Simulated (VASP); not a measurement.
# Ga (Pm-3m) in VASP: settings compared

The runs below take Ga through single point, with PBEsol, revPBE.

Everything below comes from runs of VASP 6.6.1. Logs are shortened: lines on timing, memory, paths and dates and some standing lists are left out, and cuts for length are marked.

## (1) The cell of the first run

Symmetry: Pm-3m, No. 221, cubic system. The conventional cell has a = 2.340 Å, b = 2.340 Å, c = 2.340 Å, α = 90.00°, β = 90.00°, γ = 90.00°. Within 3.1 Å of Ga (site symmetry m-3m) lie 6 Ga at 2.34 Å.

## (2) Single point, PBEsol (volume scaled by 0.68)

The input, INCAR:

```
SYSTEM = Ga
PREC     = Accurate       ! precision mode
ENCUT    = 520            ! plane-wave cutoff, eV
EDIFF    = 1E-6           ! SCF threshold, eV
ISMEAR   = -1             ! smearing method
SIGMA    = 0.1            ! smearing width, eV
LREAL    = .FALSE.        ! projectors in reciprocal space
LASPH    = .TRUE.         ! aspherical terms in the spheres
NELM     = 60             ! most SCF steps
ALGO     = Normal         ! electronic algorithm
ISIF     = 2              ! what is computed and relaxed
LWAVE    = .FALSE.        ! write WAVECAR
LCHARG   = .TRUE.         ! write CHGCAR
GGA      = PS             ! functional
LELF     = .TRUE.         ! ELF
LVHAR    = .TRUE.       
NBANDS   = 12             ! bands
```

The input, KPOINTS:

```
Automatic mesh
0
G
  15 15 15
  0 0 0
```

The input, POSCAR:

```
Ga
1.0
    2.3396129333      0.0000000000      0.0000000000
    0.0000000000      2.3396129333      0.0000000000
    0.0000000000      0.0000000000      2.3396129333
Ga
1
Direct
    0.0000000000      0.0000000000      0.0000000000
```

Potentials or basis: VASP PAW PBE potentials, release 64 (Ga_d).

Started as:

```bash
cat potpaw_PBE.64/Ga_d/POTCAR > POTCAR
mpirun -np 1 vasp_std > vasp.out
```

OUTCAR:

```text
SYSTEM = Ga
   PREC = Accurate
   ENCUT = 520
   EDIFF = 1E-6
   ISMEAR = -1
   LREAL = .FALSE.
   LASPH = .TRUE.
   NELM = 60
   ISIF = 2
   GGA = PS

 ion  position               nearest neighbor table
   1  0.000  0.000  0.000-

  LATTYP: Found a simple cubic cell.
 ALAT       =     2.3396129333

  Lattice vectors:

 A1 = (   2.3396129333,   0.0000000000,   0.0000000000)
 A2 = (   0.0000000000,   2.3396129333,   0.0000000000)
 A3 = (   0.0000000000,   0.0000000000,   2.3396129333)

Analysis of symmetry for initial positions (statically):
=====================================================================
 Subroutine PRICEL returns:
 Original cell was already a primitive cell.

 Routine SETGRP: Setting up the symmetry group for a
 simple cubic supercell.

 Subroutine GETGRP returns: Found 48 space group operations
 (whereof 48 operations were pure point group operations)
 out of a pool of 48 trial point group operations.

The static configuration has the point symmetry O_h .

Analysis of symmetry for dynamics (positions and initial velocities):
=====================================================================
 Subroutine PRICEL returns:
 Original cell was already a primitive cell.

 Routine SETGRP: Setting up the symmetry group for a
 simple cubic supercell.

 Subroutine GETGRP returns: Found 48 space group operations
 (whereof 48 operations were pure point group operations)
 out of a pool of 48 trial point group operations.

The dynamic configuration has the point symmetry O_h .

 Subroutine INISYM returns: Found 48 space group operations
 (whereof 48 operations are pure point group operations),
 and found     1 'primitive' translations

----------------------------------------------------------------------------------------

                                     Primitive cell

  volume of cell :      12.8065

  direct lattice vectors                    reciprocal lattice vectors
     2.339612933  0.000000000  0.000000000     0.427421128  0.000000000  0.000000000
     0.000000000  2.339612933  0.000000000     0.000000000  0.427421128  0.000000000
     0.000000000  0.000000000  2.339612933     0.000000000  0.000000000  0.427421128

  length of vectors
     2.339612933  2.339612933  2.339612933     0.427421128  0.427421128  0.427421128

  position of ions in fractional coordinates (direct lattice)
     0.000000000  0.000000000  0.000000000

  ion indices of the primitive-cell ions
   primitive index   ion index
                 1           1

----------------------------------------------------------------------------------------

 KPOINTS: Automatic mesh

Automatic generation of k-mesh.
 Grid dimensions read from file:
 generate k-points for:   15   15   15

 Generating k-lattice:

  Cartesian coordinates                     Fractional coordinates (reciprocal lattice)
     0.028494742  0.000000000  0.000000000     0.066666667  0.000000000  0.000000000
     0.000000000  0.028494742  0.000000000     0.000000000  0.066666667  0.000000000
     0.000000000  0.000000000  0.028494742     0.000000000  0.000000000  0.066666667

  Length of vectors
     0.028494742  0.028494742  0.028494742

  Shift w.r.t. Gamma in fractional coordinates (k-lattice)
     0.000000000  0.000000000  0.000000000

 Subroutine IBZKPT returns following result:
 ===========================================

 Found    120 irreducible k-points:

 Following reciprocal coordinates:
            Coordinates               Weight
  0.000000  0.000000  0.000000      1.000000
  0.066667  0.000000  0.000000      6.000000
  0.133333  0.000000  0.000000      6.000000
  0.200000  0.000000  0.000000      6.000000
  0.266667  0.000000  0.000000      6.000000
  0.333333  0.000000  0.000000      6.000000
[... 16 lines left out ...]
  0.266667  0.200000  0.000000     24.000000
  0.333333  0.200000  0.000000     24.000000
 [... further k-points ...]
   k-points           NKPTS =    120   k-points in BZ     NKDIM =    120   number of bands    NBANDS=     12
   number of dos      NEDOS =    301   number of ions     NIONS =      1
   total plane-waves  NPLWV =   5832
   dimension x,y,z NGX =    18 NGY =   18 NGZ =   18
   dimension x,y,z NGXF=    36 NGYF=   36 NGZF=   36
   ions per type =               1
   NGX,Y,Z   is equivalent  to a cutoff of  12.79, 12.79, 12.79 a.u.
   NGXF,Y,Z  is equivalent  to a cutoff of  25.58, 25.58, 25.58 a.u.
 SYSTEM =  Ga
   PREC   = accura    normal or accurate (medium, high low for compatibility)
   ISTART =      0    job   : 0-new  1-cont  2-samecut
   ICHARG =      2    charge: 1-file 2-atom 10-const
   ISPIN  =      1    spin polarized calculation?
   LNONCOLLINEAR =      F non collinear calculations
   LSORBIT =      F    spin-orbit coupling
   LASPH  =      T    aspherical Exc in radial PAW
   ENCUT  =  520.0 eV  38.22 Ry    6.18 a.u.   4.35  4.35  4.35*2*pi/ulx,y,z
   NELM   =     60;   NELMIN=  2; NELMDL= -5     # of ELM steps
   EDIFF  = 0.1E-05   stopping-criterion for ELM
   LREAL  =      F    real-space projection
   EDIFFG = 0.1E-04   stopping-criterion for IOM
   NSW    =      0    number of steps for IOM
   IBRION =     -1    ionic relax: 0-MD 1-quasi-New 2-CG
   NFREE  =      0    steps in history (QN), initial steepest desc. (CG)
   ISIF   =      2    stress and relaxation
   ISYM   =      2    0-nonsym 1-usesym 2-fastsym
   POTIM  = 0.5000    time-step for ionic-motion
   TEBEG  =    0.0;   TEEND  =   0.0 temperature during run
   PSTRESS=    0.0 pullay stress
   NELECT =      13.0000    total number of electrons
   NUPDOWN=      -1.0000    fix difference up-down
   EMIN   =  10.00;   EMAX   =-10.00  energy-range for DOS
   EFERMI =   0.00;   METHOD = LEGACY
   ISMEAR =    -1;   SIGMA  =   0.10  broadening in eV -4-tet -1-fermi 0-gaus
   EFERMI_NEDOS =   21; number of points for ismear=-14 and -15
   IALGO  =     38    algorithm
   IMIX   =      4    mixing-type and parameters
     AMIX     =   0.40;   BMIX     =  1.00
     AMIX_MAG =   1.60;   BMIX_MAG =  1.00
  volume/ion in A,a.u.               =      12.81        86.42
  Fermi-wavevector in a.u.,A,eV,Ry     =   1.645301  3.109167 36.831164  2.707014
  Thomas-Fermi vector in A             =   2.735121
   LORBIT       =      0    0 simple, 1 ext, 2 COOP (PROOUT), +10 PAW based schemes
   GGA     = PS    functional components
   LHFCALC =     F    Hartree Fock is set to
   AEXX    =    0.0000 exact exchange contribution
   IVDW    =     0    specifies the selected vdW correction
   LEPSILON=     F    determine dielectric tensor
   LRPA    =     F    only Hartree local field effects (RPA)
 non-spin polarized calculation
  energy-cutoff  :      520.00
  volume of cell :       12.81
 maximum number of plane-waves:       356
 NGX is ok and might be reduce to    18
   NGX =  9   NGY =  9   NGZ =  9

 number of electron      12.9999987 magnetization

 Free energy of the ion-electron system (eV)
  ---------------------------------------------------
  ext. energy  EPLUGINS =         0.00000000
  ---------------------------------------------------
  free energy    TOTEN  =        -2.54087955 eV

  energy without entropy =       -2.53190516  energy(sigma->0) =       -2.53639236

 E-fermi :   9.2847     XC(G=0): -13.1870

 val. band max:        9.2327542939   @ k =   0.4667   0.4667   0.2000
 cond. band min:       9.3263754071   @ k =   0.3333   0.2000   0.0667
 fundamental gap:      0.0936211132
 Fermi energy:         9.2847241943

 k-point     1 :       0.0000    0.0000    0.0000
  band No.  band energies     occupation
      1      -6.9096      2.00000
      2      -6.9096      2.00000
      3      -5.5071      2.00000
      4      -5.5071      2.00000
      5      -5.5071      2.00000
      6      -4.9790      2.00000
      7      21.6737      0.00000
      8      21.6737      0.00000
      9      21.6737      0.00000
     10      24.7082      0.00000
     11      24.7082      0.00000
     12      29.6889      0.00000

 k-point     2 :       0.0667    0.0000    0.0000
  band No.  band energies     occupation
      1      -6.9039      2.00000
      2      -6.8746      2.00000
      3      -5.5248      2.00000
      4      -5.5248      2.00000
      5      -5.5056      2.00000
      6      -4.8526      2.00000
      7      19.6297      0.00000
      8      21.8192      0.00000
      9      21.8192      0.00000
     10      24.7990      0.00000
     11      26.3233      0.00000
     12      30.3875      0.00000

 k-point     3 :       0.1333    0.0000    0.0000
  band No.  band energies     occupation
      1      -6.8877      2.00000
      2      -6.7818      2.00000
      3      -5.5747      2.00000
      4      -5.5747      2.00000
      5      -5.5014      2.00000
      6      -4.4654      2.00000
      7      16.6148      0.00000
      8      22.2510      0.00000
      9      22.2510      0.00000
     10      25.0726      0.00000
     11      27.6724      0.00000
     12      32.8516      0.00000
[... 286 lines left out ...]
 k-point    23 :       0.2667    0.2000    0.0000
  band No.  band energies     occupation
      1      -6.6889      2.00000
      2      -6.2617      2.00000
      3      -5.9939      2.00000
      4      -5.7132      2.00000
      5      -5.6211      2.00000
      6      -1.7071      2.00000
      7      11.7313      0.00000
      8      15.9669      0.00000
      9      25.1960      0.00000
     10      27.7843      0.00000
     11      29.1814      0.00000
     12      37.4239      0.00000

 k-point    24 :       0.3333    0.2000    0.0000
  band No.  band energies     occupation
      1      -6.6545      2.00000
      2      -6.1250      2.00000
      3      -6.0887      2.00000
      4      -5.7883      2.00000
      5      -5.6128      2.00000
      6      -0.5148      2.00000
      7       9.2040      1.38288
      8      16.9617      0.00000
      9      25.9813      0.00000
     10      26.3646      0.00000
     11      29.3513      0.00000
     12      36.6434      0.00000

 [... further k-points ...]

------------------------ aborting loop because EDIFF is reached ----------------------------------------

  FORCE on cell =-STRESS in cart. coord.  units (eV):
  Direction    XX          YY          ZZ          XY          YZ          ZX
  --------------------------------------------------------------------------------------
  -------------------------------------------------------------------------------------
  Total        4.5391013      4.5391013      4.5391013     -0.0000000      0.0000000     -0.0000000
  in kB      567.8693359    567.8693359    567.8693359     -0.0000000      0.0000000     -0.0000000
  external PRESSURE =     567.8693359 kB  Pullay stress =       0.0000000 kB

 VOLUME and BASIS-vectors are now :
 -----------------------------------------------------------------------------
  energy-cutoff  :      520.00
  volume of cell :       12.81
      direct lattice vectors                 reciprocal lattice vectors
     2.339612933  0.000000000  0.000000000     0.427421128  0.000000000  0.000000000
     0.000000000  2.339612933  0.000000000     0.000000000  0.427421128  0.000000000
     0.000000000  0.000000000  2.339612933     0.000000000  0.000000000  0.427421128

 POSITION                                       TOTAL-FORCE (eV/Angst)
 -----------------------------------------------------------------------------------
      0.00000      0.00000      0.00000         0.000000      0.000000      0.000000
 -----------------------------------------------------------------------------------
    total drift:                                0.000000      0.000000      0.000000

  FREE ENERGIE OF THE ION-ELECTRON SYSTEM (eV)
  ---------------------------------------------------
  free  energy   TOTEN  =        -2.5408795546 eV

  energy  without entropy=       -2.5319051590  energy(sigma->0) =       -2.53639236
```

Wall time 5.5 s (1 thread of Intel Xeon 6975P-C (Granite Rapids), shared host); peak memory 0.13 GiB.

Results:

```
Free energy : -2.5409 eV
Pressure    : 56.8 GPa
```

Levels at points of the mesh, in eV from the Fermi level:
```
           k point  band 2  band 3  band 4  band 5  band 6  band 7  band 8  band 9  band 10  band 11
(0.00, 0.00, 0.00)  -16.19  -14.79  -14.79  -14.79  -14.26   12.39   12.39   12.39    15.42    15.42
```

Caveat: the PAW data sets were made with another functional, which shifts forces and pressure a little.

(Part 1 of 3 ends here.)
